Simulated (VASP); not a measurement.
Wanted: the native input for a VASP 6.6.1 run.

```
Task                   : relaxation of cell and atoms
Functional             : PBE
Potentials or basis    : VASP PAW PBE potentials, release 64 (Ta_pv, In_d, S)
Cutoff                 : 600 eV
k mesh                 : 8 × 8 × 8
Occupations            : gaussian, width 0.1 eV
Spin                   : no spin polarisation
Dipole correction      : no
Further INCAR settings : ALGO = Fast; EDIFF = 1e-06; IBRION = 2; EDIFFG = -0.01; NSW = 100; ISIF = 3
```

The structure of TaInS3 lies in POSCAR:

```
TaInS3
1.0
   -3.3191495938      3.3191495938      4.9397439207
    3.3191495938     -3.3191495938      4.9397439207
    3.3191495938      3.3191495938     -4.9397439207
Ta In S
2 2 6
Direct
    0.5000000000      0.5000000000      0.0000000000
    0.0000000000      0.0000000000      0.0000000000
    0.7500000000      0.2500000000      0.5000000000
    0.2500000000      0.7500000000      0.5000000000
    0.3178031042      0.8178031042      0.1356062084
    0.8178031042      0.6821968958      0.5000000000
    0.7500000000      0.7500000000      0.0000000000
    0.6821968958      0.1821968958      0.8643937916
    0.1821968958      0.3178031042      0.5000000000
    0.2500000000      0.2500000000      0.0000000000
```

The input as run:

INCAR

```
SYSTEM = TaInS3
PREC = Accurate
ENCUT = 600
EDIFF = 1E-6
ISMEAR = 0
SIGMA = 0.1
LREAL = .False.
LASPH = .True.
NELM = 80
ALGO = Fast
ISIF = 3
LWAVE = .False.
LCHARG = .False.
GGA = PE
IBRION = 2
NSW = 100
EDIFFG = -0.01
KPAR = 4
```

KPOINTS

```
Automatic mesh
0
Gamma
  8 8 8
  0 0 0
```

Potentials or basis: VASP PAW PBE potentials, release 64 (Ta_pv, In_d, S).

Command:

```bash
$ cat potpaw_PBE.64/Ta_pv/POTCAR potpaw_PBE.64/In_d/POTCAR potpaw_PBE.64/S/POTCAR > POTCAR
$ mpirun -np 4 vasp_std > vasp.out
```

Results of the run:

| Quantity | Value |
| --- | --- |
| Relaxed volume | 21.77 Å³/atom |
| Relaxed cell | a = 6.811 Å, b = 6.811 Å, c = 6.811 Å, α = 121.59°, β = 121.59°, γ = 87.27° |
| Space group after relaxing (to 0.1 Å) | I4/mcm (No. 140) |
| Energy gained by relaxing | 0.2 meV/atom |
| Ionic steps | 7 |
| Pressure after relaxing | 0.0 GPa |
| Largest force after relaxing | 0.009 eV/Å |
| Band gap on the k mesh | zero (bands 42 and 43 overlap by 0.59 eV) |

Caveat: spin-orbit coupling is left out, which moves the levels of the heavy elements.

Wall time 42 min on 4 MPI ranks on Oxide Virtual Turin-like Processor (shared host), peak memory 0.89 GiB a rank.
